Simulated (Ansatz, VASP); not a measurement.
## Mg2H2O3: VASP beside Ansatz

The input INCAR:

```
SYSTEM = Mg2H2O3
PREC = Accurate
ENCUT = 600
EDIFF = 1E-6
ISMEAR = 0
SIGMA = 0.1
LREAL = .False.
LASPH = .True.
NELM = 100
ALGO = Normal
ISIF = 3
LWAVE = .False.
LCHARG = .False.
GGA = PS
IBRION = 2
NSW = 100
EDIFFG = -0.05
```

Contents of KPOINTS:

```
regular mesh
0
Gamma
  6 6 4
  0 0 0
```

Contents of POSCAR:

```
Mg2H2O3
1.0
    3.0850007055      0.0000000000      0.0000000000
   -1.5425003528      2.6716889817      0.0000000000
    0.0000000000      0.0000000000      7.7100000000
Mg H O
2 2 3
Direct
    0.6666666667      0.3333333333      0.8399000000
    0.3333333333      0.6666666667      0.1601000000
    0.3333333333      0.6666666667      0.5666000000
    0.6666666667      0.3333333333      0.4334000000
    0.3333333333      0.6666666667      0.6949000000
    0.6666666667      0.3333333333      0.3051000000
    0.0000000000      0.0000000000      0.0000000000
```

Input for Ansatz:

```yaml
crystal:
  lattice:
    - [3.0850007055, 0.0, 0.0]
    - [-1.5425003528, 2.6716889817, 0.0]
    - [0.0, 0.0, 7.71]
  atoms:
    - { symbol: Mg, position: [0.6666666667, 0.3333333333, 0.8399] }
    - { symbol: Mg, position: [0.3333333333, 0.6666666667, 0.1601] }
    - { symbol: H, position: [0.3333333333, 0.6666666667, 0.5666] }
    - { symbol: H, position: [0.6666666667, 0.3333333333, 0.4334] }
    - { symbol: O, position: [0.3333333333, 0.6666666667, 0.6949] }
    - { symbol: O, position: [0.6666666667, 0.3333333333, 0.3051] }
    - { symbol: O, position: [0.0, 0.0, 0.0] }
basis:
  ecutwfc: 420
kpoints:
  mp_grid: { grid: [6, 6, 4] }
hamiltonian:
  xc: pbesol
scf:
  occupations: { method: gaussian, width: 0.1 }
output:
  forces: true
  stress: true
  eigenvalues: true
relax:
  adjacent_minimum: "off"
  f_tol: 0.05
  max_steps: 80
  cell: { stress_tol: 0.5 }
```

Alike in both runs: task relaxation of cell and atoms; functional PBEsol; k mesh 6 × 6 × 4; occupations gaussian, width 0.1 eV; no spin polarisation.

|  | VASP | Ansatz |
| --- | --- | --- |
| version | VASP 6.6.1 | Ansatz 0.2.0 |
| potentials or method | VASP PAW PBE potentials, release 64 (Mg, H, O), cutoff 600 eV | scalar-relativistic, plane waves, PAW |
| valence electrons in the cell | 24 | 40 |

Ansatz gave:

* gap on the k mesh at the Fermi level, each at its own relaxed structure (eV): 3.88
* relaxed volume (Å³/atom): 8.47
* relaxed length of the cell vector where the two differ most in proportion (Å): 7.285

Question: What did VASP give for the same quantities?

Answer: gap on the k mesh at the Fermi level, each at its own relaxed structure (eV): 3.96; relaxed volume (Å³/atom): 8.36; relaxed length of the cell vector where the two differ most in proportion (Å): 7.229.

VASP's potentials were made for PBE, not for PBEsol. VASP's potentials hold 24 valence electrons a cell and Ansatz's 40, so a difference there can come from the potentials and not from the codes.
